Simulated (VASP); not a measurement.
A run of VASP 6.6.1 is set up as follows.

The input INCAR:

```
SYSTEM = WS2
  ALGO = Normal
  EDIFF = 1E-8
  ENCUT = 520
  ISIF = 2
  ISMEAR = 0
  LASPH = .TRUE.
  LCHARG = .FALSE.
  LEFG = .TRUE.
  LREAL = .FALSE.
  LWAVE = .FALSE.
  NBANDS = 20
  NELM = 100
  PREC = Accurate
  SIGMA = 0.01
```

The input KPOINTS:

```
k-points
0
G
  12 12 12
  0 0 0
```

The input POSCAR:

```
WS2
1.0
    1.5650166889      0.9035628067      6.0578742266
   -1.5650166889      0.9035628067      6.0578742266
    0.0000000000     -1.8071256131      6.0578742266
W S
1 2
Direct
    0.0006584952      0.0006584952      0.0006584952
    0.2481750080      0.2481750080      0.2481750080
    0.4198664967      0.4198664967      0.4198664967
```

Potentials or basis: VASP PAW LDA potentials, release 64 (W_sv, S).

The run is started by

```bash
$ cat potpaw_LDA.64/W_sv/POTCAR potpaw_LDA.64/S/POTCAR > POTCAR
$ mpirun -np 1 vasp_std > vasp.out
```

Problem. What does it give for the pressure?

Solution. 0.4 GPa.

Problem. What does it give for the band gap on the k mesh?

Solution. 0.89 eV (least direct gap 1.98 eV).

Problem. Estimate the largest force.

Solution. 0.048 eV/Å.

Electric field gradients, principal values (V/Å²):
| atom | least | middle | greatest (by size) |
| --- | --- | --- | --- |
| 1 W | 80.054 | 80.054 | -160.109 |
| 2 S | 23.507 | 23.507 | -47.014 |
| 3 S | 22.267 | 22.267 | -44.534 |

Caveat: without QUAD_EFG the Cq values of the log hold for a quadrupole moment of 1 mb, not for the nuclei; spin-orbit coupling is left out, which moves the levels of the heavy elements. A k mesh can miss the band edges.
